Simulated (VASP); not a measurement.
# Cd (Fd-3m) in VASP: further runs

The runs below take Cd through single point, with PBE.

Program: VASP 6.6.1. These are calculated values, not measurements. Logs are shortened: lines on timing, memory, paths and dates and some standing lists are left out, and cuts for length are marked.

### 1 The cell of the first run

It takes space group Fd-3m (No. 227, cubic). The conventional cell has a = 6.687 Å, b = 6.687 Å, c = 6.687 Å, α = 90.00°, β = 90.00°, γ = 90.00°. Cd (site symmetry -43m) has 4 Cd at 2.90 Å within 3.8 Å.

### 2 Single point, PBE

Input file INCAR:

```
PREC = Accurate
ENCUT = 520
EDIFF = 1E-7
ISMEAR = -1
SIGMA = 0.08
LREAL = False
LASPH = True
NELM = 100
ALGO = Normal
ISIF = 2
LWAVE = False
LCHARG = True
GGA = PE
LELF = True
LVHAR = True
NBANDS = 19
```

Input file KPOINTS:

```
regular mesh
0
Gamma
  12 12 12
```

Input file POSCAR:

```
Cd
1.0
    0.0000000000      3.3437451837      3.3437451837
    3.3437451837      0.0000000000      3.3437451837
    3.3437451837      3.3437451837      0.0000000000
Cd
2
Direct
   -0.1250000000     -0.1250000000     -0.1250000000
    0.1250000000      0.1250000000      0.1250000000
```

Potentials or basis: VASP PAW PBE potentials, release 64 (Cd).

Command:

```console
cat potpaw_PBE.64/Cd/POTCAR > POTCAR
mpirun -np 1 vasp_std > vasp.out
```

OUTCAR:

```text
PREC = Accurate
   ENCUT = 520
   EDIFF = 1E-7
   ISMEAR = -1
   LREAL = False
   LASPH = True
   NELM = 100
   ISIF = 2
   GGA = PE

 ion  position               nearest neighbor table
   1  0.875  0.875  0.875-   2 2.90   2 2.90   2 2.90   2 2.90
   2  0.125  0.125  0.125-   1 2.90   1 2.90   1 2.90   1 2.90

  LATTYP: Found a face centered cubic cell.
 ALAT       =     6.6874903674

  Lattice vectors:

 A1 = (   0.0000000000,   3.3437451837,   3.3437451837)
 A2 = (   3.3437451837,   0.0000000000,   3.3437451837)
 A3 = (   3.3437451837,   3.3437451837,   0.0000000000)

Analysis of symmetry for initial positions (statically):
=====================================================================
 Subroutine PRICEL returns:
 Original cell was already a primitive cell.

 Routine SETGRP: Setting up the symmetry group for a
 face centered cubic supercell.

 Subroutine GETGRP returns: Found 48 space group operations
 (whereof 12 operations were pure point group operations)
 out of a pool of 48 trial point group operations.

The static configuration has the point symmetry D_3d.
 The point group associated with its full space group is O_h .

Analysis of symmetry for dynamics (positions and initial velocities):
=====================================================================
 Subroutine PRICEL returns:
 Original cell was already a primitive cell.

 Routine SETGRP: Setting up the symmetry group for a
 face centered cubic supercell.

 Subroutine GETGRP returns: Found 48 space group operations
 (whereof 12 operations were pure point group operations)
 out of a pool of 48 trial point group operations.

The dynamic configuration has the point symmetry D_3d.
 The point group associated with its full space group is O_h .

 Subroutine INISYM returns: Found 48 space group operations
 (whereof 12 operations are pure point group operations),
 and found     1 'primitive' translations

----------------------------------------------------------------------------------------

                                     Primitive cell

  volume of cell :      74.7704

  direct lattice vectors                    reciprocal lattice vectors
     0.000000000  3.343745184  3.343745184    -0.149532926  0.149532926  0.149532926
     3.343745184  0.000000000  3.343745184     0.149532926 -0.149532926  0.149532926
     3.343745184  3.343745184  0.000000000     0.149532926  0.149532926 -0.149532926

  length of vectors
     4.728769788  4.728769788  4.728769788     0.258998625  0.258998625  0.258998625

  position of ions in fractional coordinates (direct lattice)
     0.875000000  0.875000000  0.875000000
     0.125000000  0.125000000  0.125000000

  ion indices of the primitive-cell ions
   primitive index   ion index
                 1           1
                 2           2

----------------------------------------------------------------------------------------

 KPOINTS: regular mesh

Automatic generation of k-mesh.
 Grid dimensions read from file:
 generate k-points for:   12   12   12

 Generating k-lattice:

  Cartesian coordinates                     Fractional coordinates (reciprocal lattice)
    -0.012461077  0.012461077  0.012461077     0.083333333  0.000000000  0.000000000
     0.012461077 -0.012461077  0.012461077     0.000000000  0.083333333  0.000000000
     0.012461077  0.012461077 -0.012461077     0.000000000  0.000000000  0.083333333

  Length of vectors
     0.021583219  0.021583219  0.021583219

  Shift w.r.t. Gamma in fractional coordinates (k-lattice)
     0.000000000  0.000000000  0.000000000

 Subroutine IBZKPT returns following result:
 ===========================================

 Found     72 irreducible k-points:

 Following reciprocal coordinates:
            Coordinates               Weight
  0.000000  0.000000  0.000000      1.000000
  0.083333  0.000000  0.000000      8.000000
  0.166667  0.000000  0.000000      8.000000
  0.250000  0.000000  0.000000      8.000000
  0.333333  0.000000  0.000000      8.000000
  0.416667  0.000000  0.000000      8.000000
[... 16 lines left out ...]
  0.500000  0.166667  0.000000     24.000000
 -0.416667  0.166667  0.000000     24.000000
 [... further k-points ...]
   k-points           NKPTS =     72   k-points in BZ     NKDIM =     72   number of bands    NBANDS=     19
   number of dos      NEDOS =    301   number of ions     NIONS =      2
   total plane-waves  NPLWV =  46656
   dimension x,y,z NGX =    36 NGY =   36 NGZ =   36
   dimension x,y,z NGXF=    72 NGYF=   72 NGZF=   72
   ions per type =               2
   NGX,Y,Z   is equivalent  to a cutoff of  12.66, 12.66, 12.66 a.u.
   NGXF,Y,Z  is equivalent  to a cutoff of  25.31, 25.31, 25.31 a.u.
 SYSTEM =  unknown system
   PREC   = accura    normal or accurate (medium, high low for compatibility)
   ISTART =      0    job   : 0-new  1-cont  2-samecut
   ICHARG =      2    charge: 1-file 2-atom 10-const
   ISPIN  =      1    spin polarized calculation?
   LNONCOLLINEAR =      F non collinear calculations
   LSORBIT =      F    spin-orbit coupling
   LASPH  =      T    aspherical Exc in radial PAW
   ENCUT  =  520.0 eV  38.22 Ry    6.18 a.u.   8.79  8.79  8.79*2*pi/ulx,y,z
   NELM   =    100;   NELMIN=  2; NELMDL= -5     # of ELM steps
   EDIFF  = 0.1E-06   stopping-criterion for ELM
   LREAL  =      F    real-space projection
   EDIFFG = 0.1E-05   stopping-criterion for IOM
   NSW    =      0    number of steps for IOM
   IBRION =     -1    ionic relax: 0-MD 1-quasi-New 2-CG
   NFREE  =      0    steps in history (QN), initial steepest desc. (CG)
   ISIF   =      2    stress and relaxation
   ISYM   =      2    0-nonsym 1-usesym 2-fastsym
   POTIM  = 0.5000    time-step for ionic-motion
   TEBEG  =    0.0;   TEEND  =   0.0 temperature during run
   PSTRESS=    0.0 pullay stress
   NELECT =      24.0000    total number of electrons
   NUPDOWN=      -1.0000    fix difference up-down
   EMIN   =  10.00;   EMAX   =-10.00  energy-range for DOS
   EFERMI =   0.00;   METHOD = LEGACY
   ISMEAR =    -1;   SIGMA  =   0.08  broadening in eV -4-tet -1-fermi 0-gaus
   EFERMI_NEDOS =   21; number of points for ismear=-14 and -15
   IALGO  =     38    algorithm
   IMIX   =      4    mixing-type and parameters
     AMIX     =   0.40;   BMIX     =  1.00
     AMIX_MAG =   1.60;   BMIX_MAG =  1.00
  volume/ion in A,a.u.               =      37.39       252.29
  Fermi-wavevector in a.u.,A,eV,Ry     =   1.120905  2.118203 17.094736  1.256428
  Thomas-Fermi vector in A             =   2.257555
   LORBIT       =      0    0 simple, 1 ext, 2 COOP (PROOUT), +10 PAW based schemes
   GGA     = PE    functional components
   LHFCALC =     F    Hartree Fock is set to
   AEXX    =    0.0000 exact exchange contribution
   IVDW    =     0    specifies the selected vdW correction
   LEPSILON=     F    determine dielectric tensor
   LRPA    =     F    only Hartree local field effects (RPA)
 non-spin polarized calculation
  energy-cutoff  :      520.00
  volume of cell :       74.77
 maximum number of plane-waves:      2044
   NGX = 17   NGY = 17   NGZ = 17

 number of electron      23.9999999 magnetization

 Free energy of the ion-electron system (eV)
  ---------------------------------------------------
  ext. energy  EPLUGINS =         0.00000000
  ---------------------------------------------------
  free energy    TOTEN  =        -0.85269379 eV

  energy without entropy =       -0.82802615  energy(sigma->0) =       -0.84035997

 E-fermi :   0.1105     XC(G=0):  -8.1066

 val. band max:        0.1008831668   @ k =  -0.3333   0.3333   0.1667
 cond. band min:       0.1417279351   @ k =  -0.4167   0.3333   0.0833
 fundamental gap:      0.0408447683
 Fermi energy:         0.1105056383

 k-point     1 :       0.0000    0.0000    0.0000
  band No.  band energies     occupation
      1      -9.0211      2.00000
      2      -9.0211      2.00000
      3      -9.0211      2.00000
      4      -8.9691      2.00000
      5      -8.9691      2.00000
      6      -8.3386      2.00000
[... 11 lines left out ...]
     18       5.5529      0.00000
     19       6.9903      0.00000

 k-point     2 :       0.0833    0.0000    0.0000
  band No.  band energies     occupation
      1      -9.0412      2.00000
      2      -9.0412      2.00000
      3      -9.0193      2.00000
      4      -8.9428      2.00000
      5      -8.9428      2.00000
      6      -8.3469      2.00000
[... 11 lines left out ...]
     18       6.1582      0.00000
     19       7.5578      0.00000

 k-point     3 :       0.1667    0.0000    0.0000
  band No.  band energies     occupation
      1      -9.0656      2.00000
      2      -9.0656      2.00000
      3      -9.0147      2.00000
      4      -8.9027      2.00000
      5      -8.9027      2.00000
      6      -8.3694      2.00000
[... 11 lines left out ...]
     18       7.1094      0.00000
     19       8.2220      0.00000

 k-point     4 :       0.2500    0.0000    0.0000
  band No.  band energies     occupation
      1      -9.0795      2.00000
      2      -9.0795      2.00000
      3      -9.0087      2.00000
      4      -8.8710      2.00000
      5      -8.8710      2.00000
      6      -8.4000      2.00000
[... 11 lines left out ...]
     18       7.8098      0.00000
     19       8.1664      0.00000

 k-point     5 :       0.3333    0.0000    0.0000
  band No.  band energies     occupation
      1      -9.0832      2.00000
      2      -9.0832      2.00000
      3      -9.0028      2.00000
      4      -8.8548      2.00000
      5      -8.8548      2.00000
      6      -8.4304      2.00000
[... 11 lines left out ...]
     18       7.4430      0.00000
     19       9.2430      0.00000
[... 334 lines left out ...]
      2      -9.0650      2.00000
      3      -9.0210      2.00000
      4      -8.8512      2.00000
      5      -8.7581      2.00000
      6      -8.5834      2.00000
[... 11 lines left out ...]
     18       7.9268      0.00000
     19       9.5138      0.00000

 k-point    22 :       0.4167    0.1667    0.0000
  band No.  band energies     occupation
      1      -9.1326      2.00000
      2      -9.0761      2.00000
      3      -8.9940      2.00000
      4      -8.8230      2.00000
      5      -8.7528      2.00000
      6      -8.5844      2.00000
[... 11 lines left out ...]
     18       7.6863      0.00000
     19       9.3793      0.00000

 k-point    23 :       0.5000    0.1667    0.0000
  band No.  band energies     occupation
      1      -9.1389      2.00000
      2      -9.0885      2.00000
      3      -8.9655      2.00000
      4      -8.7973      2.00000
      5      -8.7722      2.00000
      6      -8.5638      2.00000
[... 11 lines left out ...]
     18       8.1302      0.00000
     19       9.4149      0.00000

 k-point    24 :      -0.4167    0.1667    0.0000
  band No.  band energies     occupation
      1      -9.1360      2.00000
      2      -9.1020      2.00000
      3      -8.9438      2.00000
      4      -8.8070      2.00000
      5      -8.7741      2.00000
      6      -8.5347      2.00000
[... 11 lines left out ...]
     18       8.8973      0.00000
     19       9.9055      0.00000

 [... further k-points ...]

------------------------ aborting loop because EDIFF is reached ----------------------------------------

  FORCE on cell =-STRESS in cart. coord.  units (eV):
  Direction    XX          YY          ZZ          XY          YZ          ZX
  --------------------------------------------------------------------------------------
  -------------------------------------------------------------------------------------
  Total        0.0744998      0.0744998      0.0744998     -0.0000000      0.0000000      0.0000000
  in kB        1.5963804      1.5963804      1.5963804     -0.0000000      0.0000000      0.0000000
  external PRESSURE =       1.5963804 kB  Pullay stress =       0.0000000 kB

 VOLUME and BASIS-vectors are now :
 -----------------------------------------------------------------------------
  energy-cutoff  :      520.00
  volume of cell :       74.77
      direct lattice vectors                 reciprocal lattice vectors
     0.000000000  3.343745184  3.343745184    -0.149532926  0.149532926  0.149532926
     3.343745184  0.000000000  3.343745184     0.149532926 -0.149532926  0.149532926
     3.343745184  3.343745184  0.000000000     0.149532926  0.149532926 -0.149532926

 POSITION                                       TOTAL-FORCE (eV/Angst)
 -----------------------------------------------------------------------------------
      5.85155      5.85155      5.85155        -0.000000     -0.000000     -0.000000
      0.83594      0.83594      0.83594         0.000000      0.000000      0.000000
 -----------------------------------------------------------------------------------
    total drift:                                0.000000      0.000000      0.000000

  FREE ENERGIE OF THE ION-ELECTRON SYSTEM (eV)
  ---------------------------------------------------
  free  energy   TOTEN  =        -0.8526937941 eV

  energy  without entropy=       -0.8280261464  energy(sigma->0) =       -0.84035997
```

It used 220 s of CPU time on 1 thread of AMD EPYC 7R13 Processor (Zen 3), with other jobs on the host.

What came out:

```
Free energy            : -0.8527 eV
Pressure               : 0.2 GPa
Band gap on the k mesh : zero (band 12 reaches 4.34 eV, above the bottom of band 13 at -0.29 eV)
```

Levels at points of the mesh, in eV from the Fermi level:
| k point | band 8 | band 9 | band 10 | band 11 | band 12 | band 13 | band 14 | band 15 | band 16 | band 17 |
| --- | --- | --- | --- | --- | --- | --- | --- | --- | --- | --- |
| (0.00, 0.00, 0.00) | -8.45 | -8.31 | -8.31 | -6.31 | 4.23 | 4.23 | 4.23 | 4.75 | 5.44 | 5.44 |
| (0.50, 0.00, 0.00) | -8.48 | -8.27 | -8.27 | -4.26 | -2.46 | 2.69 | 2.69 | 4.14 | 6.20 | 6.20 |
| (0.50, 0.50, 0.00) | -8.53 | -8.23 | -8.23 | -2.90 | -2.90 | 0.95 | 0.95 | 3.65 | 3.65 | 11.46 |

### 3 Single point, PBE

Input file INCAR:

```
SYSTEM = Cd
ALGO     = Normal         ! electronic algorithm
EDIFF    = 1E-7           ! SCF threshold, eV
ENCUT    = 520            ! plane-wave cutoff, eV
GGA      = PE             ! functional
ISIF     = 2              ! what is computed and relaxed
ISMEAR   = -1             ! smearing method
LASPH    = .TRUE.         ! aspherical terms in the spheres
LCHARG   = .FALSE.        ! write CHGCAR
LREAL    = .FALSE.        ! projectors in reciprocal space
LWAVE    = .FALSE.        ! write WAVECAR
NBANDS   = 19             ! bands
NELM     = 100            ! most SCF steps
PREC     = Accurate       ! precision mode
SIGMA    = 0.08           ! smearing width, eV
```

Input file KPOINTS:

```
k-points
0
G
  12 12 12
  0 0 0
```

POSCAR is that of step 2.

Potentials or basis: VASP PAW PBE potentials, release 64 (Cd).

Command:

```console
cat potpaw_PBE.64/Cd/POTCAR > POTCAR
mpirun -np 1 vasp_std > vasp.out
```

It used 160 s of CPU time on 1 thread of AMD EPYC 7R13 Processor (Zen 3), on a shared host.

Results (log left out):

```
Free energy            : -0.8527 eV
Pressure               : 0.2 GPa
Band gap on the k mesh : zero (band 12 reaches 4.34 eV, above the bottom of band 13 at -0.29 eV)
```

Levels at points of the mesh, in eV from the Fermi level:
```
           k point  band 10  band 11  band 12  band 13  band 14  band 15
(0.00, 0.00, 0.00)    -8.31    -6.31     4.23     4.23     4.23     4.75
(0.50, 0.00, 0.00)    -8.27    -4.26    -2.46     2.69     2.69     4.14
(0.50, 0.50, 0.00)    -8.23    -2.90    -2.90     0.95     0.95     3.65
```
